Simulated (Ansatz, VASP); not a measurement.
## Two plane-wave programs on NbTe2Mo3

```
Nb Te Mo
1.0
     5.38622    0.00000    0.00000
    -2.69311    4.66461    0.00000
     0.00000    0.00000    4.67925
Nb Te Mo
1 2 3
Direct
  0.00000 0.00000 0.00000
  0.66667 0.33333 0.00000
  0.33333 0.66667 0.00000
  0.50000 0.00000 0.50000
  0.50000 0.50000 0.50000
  0.00000 0.50000 0.50000
```

Alike in both runs: functional PBE; k mesh 4 × 4 × 3; occupations gaussian, width 0.2 eV; no spin polarisation.

Ansatz relaxed the structure, and its values are those at the end. VASP's run is a single point on that final structure, the one shown.

|  | VASP | Ansatz |
| --- | --- | --- |
| version | VASP 6.6.1 | Ansatz 0.2.0 |
| potentials or method | VASP PAW PBE potentials, release 64 (Nb_sv, Te, Mo_sv), cutoff 500 eV | scalar-relativistic, plane waves, PAW |
| valence electrons in the cell | 67 | 87 |

|  | VASP | Ansatz | Ansatz less VASP |
| --- | --- | --- | --- |
| gap on the k mesh at the Fermi level (eV) | none | none | - |
| pressure (GPa) | 0.0 | -0.1 | -0.05 |

A gap of «none» marks a metal or a gap that the smearing closes. The functional is the same, so the differences come from potentials, cutoffs and numerics. VASP's potentials hold 67 valence electrons a cell and Ansatz's 87, so a difference there can come from the potentials and not from the codes.

The k mesh is coarse, so the values compare programs but aren't converged. Neither program's run includes spin-orbit coupling.
